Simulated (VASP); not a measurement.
# PbI2 (P-3m1) in VASP: settings compared

PbI2 is run at these levels: PBEsol+D3(BJ), PBE; tasks: single point.

All numbers are computed with VASP 6.6.1; they aren't measurements. Logs are shortened: lines on timing, memory, paths and dates and some standing lists are left out, and cuts for length are marked.

## Step 1: The cell of the first run

The structure is trigonal, space group P-3m1 (No. 164). The conventional cell has a = 4.564 Å, b = 4.564 Å, c = 7.048 Å, α = 90.00°, β = 90.00°, γ = 120.00°. Within 4.3 Å of Pb (site symmetry -3m) lie 6 I at 3.24 Å. Within 4.3 Å of I (site symmetry 3m) lie 3 Pb at 3.24 Å and 3 I at 4.21 Å.

## Step 2: Single point, PBEsol+D3(BJ)

INCAR

```
SYSTEM = PbI2
  PREC = Accurate
  ENCUT = 500
  EDIFF = 1E-6
  ISMEAR = 0
  SIGMA = 0.01
  LREAL = .False.
  LASPH = .True.
  NELM = 120
  ALGO = Normal
  ISIF = 2
  LWAVE = .False.
  LCHARG = .False.
  GGA = PS
  IVDW = 12
  NBANDS = 21
  GGA_COMPAT = .False.
```

KPOINTS

```
regular mesh
0
Gamma
  6 6 4
  0 0 0
```

POSCAR

```
PbI2
1.0
    4.5640816926      0.0000000000      0.0000000000
   -2.2820408463      3.9526106907      0.0000000000
    0.0000000000      0.0000000000      7.0475121411
Pb I
1 2
Direct
    0.0000000000      0.0000000000      0.0000000000
    0.3333333333      0.6666666667      0.2667068022
    0.6666666667      0.3333333333      0.7332931978
```

Potentials or basis: VASP PAW PBE potentials, release 64 (Pb_d, I).

On the command line:

```
cat potpaw_PBE.64/Pb_d/POTCAR potpaw_PBE.64/I/POTCAR > POTCAR
mpirun -np 1 vasp_std > vasp.out
```

OUTCAR:

```text
SYSTEM = PbI2
   PREC = Accurate
   ENCUT = 500
   EDIFF = 1E-6
   ISMEAR = 0
   LREAL = .False.
   LASPH = .True.
   NELM = 120
   ISIF = 2
   GGA = PS
   IVDW = 12
 IVDW          = 12

 ion  position               nearest neighbor table
   1  0.000  0.000  0.000-   2 3.24   3 3.24   2 3.24   3 3.24   3 3.24   2 3.24
   2  0.333  0.667  0.267-   1 3.24   1 3.24   1 3.24
   3  0.667  0.333  0.733-   1 3.24   1 3.24   1 3.24

  LATTYP: Found a hexagonal cell.
 ALAT       =     4.5640816926
 C/A-ratio  =     1.5441248899

  Lattice vectors:

 A1 = (   4.5640816926,   0.0000000000,   0.0000000000)
 A2 = (  -2.2820408463,   3.9526106907,   0.0000000000)
 A3 = (   0.0000000000,   0.0000000000,   7.0475121411)

Analysis of symmetry for initial positions (statically):
=====================================================================
 Subroutine PRICEL returns:
 Original cell was already a primitive cell.

 Routine SETGRP: Setting up the symmetry group for a
 hexagonal supercell.

 Subroutine GETGRP returns: Found 12 space group operations
 (whereof 12 operations were pure point group operations)
 out of a pool of 24 trial point group operations.

The static configuration has the point symmetry D_3d.

Analysis of symmetry for dynamics (positions and initial velocities):
=====================================================================
 Subroutine PRICEL returns:
 Original cell was already a primitive cell.

 Routine SETGRP: Setting up the symmetry group for a
 hexagonal supercell.

 Subroutine GETGRP returns: Found 12 space group operations
 (whereof 12 operations were pure point group operations)
 out of a pool of 24 trial point group operations.

The dynamic configuration has the point symmetry D_3d.

 Subroutine INISYM returns: Found 12 space group operations
 (whereof 12 operations are pure point group operations),
 and found     1 'primitive' translations

----------------------------------------------------------------------------------------

                                     Primitive cell

  volume of cell :     127.1374

  direct lattice vectors                    reciprocal lattice vectors
     4.564081693  0.000000000  0.000000000     0.219102126  0.126498671  0.000000000
    -2.282040846  3.952610691  0.000000000     0.000000000  0.252997342  0.000000000
     0.000000000  0.000000000  7.047512141     0.000000000  0.000000000  0.141894044

  length of vectors
     4.564081693  4.564081693  7.047512141     0.252997342  0.252997342  0.141894044

  position of ions in fractional coordinates (direct lattice)
     0.000000000  0.000000000  0.000000000
     0.333333333  0.666666667  0.266706802
     0.666666667  0.333333333  0.733293198

  ion indices of the primitive-cell ions
   primitive index   ion index
                 1           1
                 2           2
                 3           3

----------------------------------------------------------------------------------------

 KPOINTS: regular mesh

Automatic generation of k-mesh.
 Grid dimensions read from file:
 generate k-points for:    6    6    4

 Generating k-lattice:

  Cartesian coordinates                     Fractional coordinates (reciprocal lattice)
     0.036517021  0.021083112  0.000000000     0.166666667 -0.000000000  0.000000000
     0.000000000  0.042166224  0.000000000     0.000000000  0.166666667  0.000000000
     0.000000000  0.000000000  0.035473511     0.000000000  0.000000000  0.250000000

  Length of vectors
     0.042166224  0.042166224  0.035473511

  Shift w.r.t. Gamma in fractional coordinates (k-lattice)
     0.000000000  0.000000000  0.000000000

 Subroutine IBZKPT returns following result:
 ===========================================

 Found     24 irreducible k-points:

 Following reciprocal coordinates:
            Coordinates               Weight
  0.000000  0.000000  0.000000      1.000000
  0.166667  0.000000  0.000000      6.000000
  0.333333  0.000000  0.000000      6.000000
  0.500000  0.000000  0.000000      3.000000
  0.166667  0.166667  0.000000      6.000000
  0.333333  0.166667  0.000000     12.000000
[... 16 lines left out ...]
  0.333333  0.166667  0.500000     12.000000
  0.333333  0.333333  0.500000      2.000000
   k-points           NKPTS =     24   k-points in BZ     NKDIM =     24   number of bands    NBANDS=     21
   number of dos      NEDOS =    301   number of ions     NIONS =      3
   total plane-waves  NPLWV =  69984
   dimension x,y,z NGX =    36 NGY =   36 NGZ =   54
   dimension x,y,z NGXF=    72 NGYF=   72 NGZF=  108
   ions per type =               1   2
   NGX,Y,Z   is equivalent  to a cutoff of  13.11, 13.11, 12.74 a.u.
   NGXF,Y,Z  is equivalent  to a cutoff of  26.23, 26.23, 25.48 a.u.
 SYSTEM =  PbI2
   PREC   = accura    normal or accurate (medium, high low for compatibility)
   ISTART =      0    job   : 0-new  1-cont  2-samecut
   ICHARG =      2    charge: 1-file 2-atom 10-const
   ISPIN  =      1    spin polarized calculation?
   LNONCOLLINEAR =      F non collinear calculations
   LSORBIT =      F    spin-orbit coupling
   LASPH  =      T    aspherical Exc in radial PAW
   ENCUT  =  500.0 eV  36.75 Ry    6.06 a.u.   8.32  8.32 12.85*2*pi/ulx,y,z
   NELM   =    120;   NELMIN=  2; NELMDL= -5     # of ELM steps
   EDIFF  = 0.1E-05   stopping-criterion for ELM
   LREAL  =      F    real-space projection
   EDIFFG = 0.1E-04   stopping-criterion for IOM
   NSW    =      0    number of steps for IOM
   IBRION =     -1    ionic relax: 0-MD 1-quasi-New 2-CG
   NFREE  =      0    steps in history (QN), initial steepest desc. (CG)
   ISIF   =      2    stress and relaxation
   ISYM   =      2    0-nonsym 1-usesym 2-fastsym
   POTIM  = 0.5000    time-step for ionic-motion
   TEBEG  =    0.0;   TEEND  =   0.0 temperature during run
   PSTRESS=    0.0 pullay stress
   NELECT =      28.0000    total number of electrons
   NUPDOWN=      -1.0000    fix difference up-down
   EMIN   =  10.00;   EMAX   =-10.00  energy-range for DOS
   EFERMI =   0.00;   METHOD = LEGACY
   ISMEAR =     0;   SIGMA  =   0.01  broadening in eV -4-tet -1-fermi 0-gaus
   EFERMI_NEDOS =   21; number of points for ismear=-14 and -15
   IALGO  =     38    algorithm
   IMIX   =      4    mixing-type and parameters
     AMIX     =   0.40;   BMIX     =  1.00
     AMIX_MAG =   1.60;   BMIX_MAG =  1.00
  volume/ion in A,a.u.               =      42.38       285.99
  Fermi-wavevector in a.u.,A,eV,Ry     =   0.988636  1.868251 13.298349  0.977401
  Thomas-Fermi vector in A             =   2.120177
   LORBIT       =      0    0 simple, 1 ext, 2 COOP (PROOUT), +10 PAW based schemes
   GGA     = PS    functional components
   LHFCALC =     F    Hartree Fock is set to
   AEXX    =    0.0000 exact exchange contribution
   IVDW    =    12    specifies the selected vdW correction
   LEPSILON=     F    determine dielectric tensor
   LRPA    =     F    only Hartree local field effects (RPA)
 non-spin polarized calculation
 Gauss-broadening in eV      SIGMA  =   0.01
  energy-cutoff  :      500.00
  volume of cell :      127.14
 maximum number of plane-waves:      3251
 NGX is ok and might be reduce to    36
   NGX = 17   NGY = 17   NGZ = 25

 number of electron      27.9999999 magnetization

 Free energy of the ion-electron system (eV)
  ---------------------------------------------------
  ext. energy  EPLUGINS =         0.00000000
  ---------------------------------------------------
  free energy    TOTEN  =        -9.33402662 eV

  energy without entropy =       -9.33402662  energy(sigma->0) =       -9.33402662

 E-fermi :   2.5264     XC(G=0):  -8.2596

 val. band max:        2.4287886568   @ k =   0.0000   0.0000   0.5000
 cond. band min:       4.5587507305   @ k =   0.0000   0.0000   0.5000
 fundamental gap:      2.1299620737
 Fermi energy:         2.5264172520

 k-point     1 :       0.0000    0.0000    0.0000
  band No.  band energies     occupation
      1     -13.6318      2.00000
      2     -13.6318      2.00000
      3     -13.6175      2.00000
      4     -13.6103      2.00000
      5     -13.6103      2.00000
      6      -9.7520      2.00000
[... 13 lines left out ...]
     20      10.1408      0.00000
     21      10.2704      0.00000

 k-point     2 :       0.1667    0.0000    0.0000
  band No.  band energies     occupation
      1     -13.6411      2.00000
      2     -13.6286      2.00000
      3     -13.6151      2.00000
      4     -13.6117      2.00000
      5     -13.6088      2.00000
      6      -9.6310      2.00000
[... 13 lines left out ...]
     20       9.6820      0.00000
     21      10.3709      0.00000

 k-point     3 :       0.3333    0.0000    0.0000
  band No.  band energies     occupation
      1     -13.6611      2.00000
      2     -13.6254      2.00000
      3     -13.6174      2.00000
      4     -13.6057      2.00000
      5     -13.6027      2.00000
      6      -9.3352      2.00000
[... 13 lines left out ...]
     20      10.5599      0.00000
     21      11.1758      0.00000

 k-point     4 :       0.5000    0.0000    0.0000
  band No.  band energies     occupation
      1     -13.6713      2.00000
      2     -13.6250      2.00000
      3     -13.6191      2.00000
      4     -13.6021      2.00000
      5     -13.5984      2.00000
      6      -9.1190      2.00000
[... 13 lines left out ...]
     20      11.3231      0.00000
     21      12.0702      0.00000

 k-point     5 :       0.1667    0.1667    0.0000
  band No.  band energies     occupation
      1     -13.6526      2.00000
      2     -13.6293      2.00000
      3     -13.6135      2.00000
      4     -13.6117      2.00000
      5     -13.6037      2.00000
      6      -9.4202      2.00000
[... 13 lines left out ...]
     20      10.2958      0.00000
     21      11.0115      0.00000
[... 382 lines left out ...]
     20      10.4744      0.00000
     21      11.1762      0.00000

 k-point    22 :       0.1667    0.1667    0.5000
  band No.  band energies     occupation
      1     -13.6528      2.00000
      2     -13.6293      2.00000
      3     -13.6135      2.00000
      4     -13.6116      2.00000
      5     -13.6036      2.00000
      6      -9.2883      2.00000
[... 13 lines left out ...]
     20       9.9435      0.00000
     21      10.1974      0.00000

 k-point    23 :       0.3333    0.1667    0.5000
  band No.  band energies     occupation
      1     -13.6632      2.00000
      2     -13.6325      2.00000
      3     -13.6150      2.00000
      4     -13.6053      2.00000
      5     -13.6004      2.00000
      6      -9.0605      2.00000
[... 13 lines left out ...]
     20      10.4522      0.00000
     21      10.5846      0.00000

 k-point    24 :       0.3333    0.3333    0.5000
  band No.  band energies     occupation
      1     -13.6498      2.00000
      2     -13.6498      2.00000
      3     -13.6073      2.00000
      4     -13.6073      2.00000
      5     -13.6043      2.00000
      6      -8.9549      2.00000
[... 13 lines left out ...]
     20      10.0402      0.00000
     21      10.4949      0.00000

------------------------ aborting loop because EDIFF is reached ----------------------------------------

 Edisp (eV)   -0.88526

 E8    (eV) :    -0.6107

  FORCE on cell =-STRESS in cart. coord.  units (eV):
  Direction    XX          YY          ZZ          XY          YZ          ZX
  --------------------------------------------------------------------------------------
  -------------------------------------------------------------------------------------
  Total      -1.24912    -1.24912    -1.28540     0.00000     0.00000     0.00000
  in kB     -15.74131   -15.74131   -16.19857     0.00000     0.00000     0.00000
  external pressure =      -15.89 kB  Pullay stress =        0.00 kB

 VOLUME and BASIS-vectors are now :
 -----------------------------------------------------------------------------
  energy-cutoff  :      500.00
  volume of cell :      127.14
      direct lattice vectors                 reciprocal lattice vectors
     4.564081693  0.000000000  0.000000000     0.219102126  0.126498671  0.000000000
    -2.282040846  3.952610691  0.000000000     0.000000000  0.252997342  0.000000000
     0.000000000  0.000000000  7.047512141     0.000000000  0.000000000  0.141894044

 POSITION                                       TOTAL-FORCE (eV/Angst)
 -----------------------------------------------------------------------------------
      0.00000      0.00000      0.00000        -0.000000      0.000000      0.000000
     -0.00000      2.63507      1.87962         0.000000      0.000000     -0.100668
      2.28204      1.31754      5.16789        -0.000000     -0.000000      0.100668
 -----------------------------------------------------------------------------------
    total drift:                               -0.000000     -0.000000      0.000000

  FREE ENERGIE OF THE ION-ELECTRON SYSTEM (eV)
  ---------------------------------------------------
  free  energy   TOTEN  =       -10.2192865162 eV

  energy  without entropy=      -10.2192865162  energy(sigma->0) =      -10.21928652
```

Wall time 94 s (1 thread of Intel Xeon 8259CL, shared host); peak memory 0.28 GiB.

Results:

- Free energy: -10.2193 eV
- Pressure: -1.6 GPa
- Largest force: 0.101 eV/Å
- Band gap on the k mesh: 2.13 eV
- Dispersion energy per atom: -0.295 eV

Forces on the atoms (eV/Å):
```
Pb   0.000  0.000  0.000
I    0.000  0.000 -0.101
I    0.000  0.000  0.101
```

Caveat: the PAW data sets were made with another functional, which shifts forces and pressure a little; spin-orbit coupling is left out, which moves the levels of the heavy elements.

## Step 3: Single point, PBE

INCAR

```
SYSTEM = PbI2
ALGO = Normal
EDIFF = 1E-6
ENCUT = 500
GGA = PE
GGA_COMPAT = .False.
ISIF = 2
ISMEAR = 0
LASPH = .True.
LCHARG = .True.
LELF = .True.
LREAL = .False.
LVHAR = .True.
LWAVE = .False.
NBANDS = 21
NELM = 120
PREC = Accurate
SIGMA = 0.01
```

KPOINTS

```
k-points
0
Gamma
  3 3 2
  0 0 0
```

POSCAR is that of step 2.

Potentials or basis: VASP PAW PBE potentials, release 64 (Pb_d, I).

On the command line:

```
cat potpaw_PBE.64/Pb_d/POTCAR potpaw_PBE.64/I/POTCAR > POTCAR
mpirun -np 1 vasp_std > vasp.out
```

Wall time 23 s (1 thread of Intel Xeon Platinum 8259CL at 2.50GHz (Skylake/Cascade Lake), shared host); peak memory 0.24 GiB.

The run converged. Its results:

```yaml
Free_energy: -8.5541 eV
Pressure: 1.3 GPa
Largest_force: 0.005 eV/Å
Band_gap_on_the_k_mesh: 2.23 eV
```

Forces on the atoms (eV/Å):
```
Pb   0.000  0.000  0.000
I    0.000  0.000  0.005
I    0.000  0.000 -0.005
```

Stress tensor (GPa, compression positive):
```
1.32 0.00 0.00
0.00 1.32 0.00
0.00 0.00 1.17
```

Levels at points of the mesh, in eV from the valence-band top:
```csv
k point,band 10,band 11,band 12,band 13,band 14,band 15,band 16,band 17,band 18,band 19
"(0.00, 0.00, 0.00)",-0.97,-0.97,-0.89,-0.89,-0.74,2.49,3.34,3.34,6.38,7.39
"(0.00, 0.00, 0.50)",-1.11,-1.11,-0.72,-0.72,0.00,2.23,3.17,3.17,6.37,7.34
```

Caveat: the k points lie up to 0.53 Å⁻¹ apart; spin-orbit coupling is left out, which moves the levels of the heavy elements; an odd mesh through Γ misses points on the zone boundary, where band edges can lie; this functional lacks dispersion, which binds the layers, so the pressure and a relaxed spacing across them are unreliable.
